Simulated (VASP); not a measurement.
The system is GaSb5.

```
CELL_PARAMETERS angstrom
3.64498 0.00000 0.00000
-1.82249 3.15664 0.00000
0.00000 0.00000 18.41913
ATOMIC_POSITIONS crystal
Ga 0.00000 0.00000 0.00000
Sb 0.66667 0.33333 0.83495
Sb 0.00000 0.00000 0.66732
Sb 0.66667 0.33333 0.50000
Sb 0.00000 0.00000 0.33268
Sb 0.66667 0.33333 0.16505
```

The cell was generated, and may not be a known phase.

```yaml
Program: VASP 6.6.1
Task: relaxation of cell and atoms
Functional: PBE
Potentials_or_basis: VASP PAW PBE potentials, release 64 (Ga_d, Sb)
Cutoff: 600 eV
k_mesh: 6 × 6 × 1
Occupations: gaussian, width 0.1 eV
Spin: no spin polarisation
```

At the start: pressure -8.4 GPa; volume 35.32 Å³/atom.

Q: How do energy, volume and symmetry change on relaxing?

A: Over 8 steps the energy falls by 303.9 meV/atom and the volume is 26.48 Å³/atom (-25.0 %); space group P-6m2 (No. 187, to 0.1 Å) before and after.

The path:
```csv
step,energy change (eV),largest force (eV/Å),pressure (GPa),volume (Å³)
1,0.0000,0.1433,-8.43,211.93
2,-1.7951,0.1037,-0.03,159.89
3,-1.7952,0.1025,-0.08,160.04
4,-1.8073,0.1525,0.03,159.28
5,-1.8078,0.1446,0.00,159.40
6,-1.8101,0.1336,0.00,159.35
7,-1.8162,0.1008,-0.02,159.20
8,-1.8236,0.0349,-0.03,158.90
```

Final structure:
```
CELL_PARAMETERS angstrom
3.31560 0.00000 0.00000
-1.65780 2.87140 0.00000
0.00000 0.00000 16.69013
ATOMIC_POSITIONS crystal
Ga 0.00000 0.00000 0.00000
Sb 0.66667 0.33333 0.83910
Sb 0.00000 0.00000 0.66948
Sb 0.66667 0.33333 0.50000
Sb 0.00000 0.00000 0.33052
Sb 0.66667 0.33333 0.16090
```

Caveat: the volume moved by over 15 % at a fixed basis, so the end points are rough; the highest band is partly filled, so the run has too few bands.
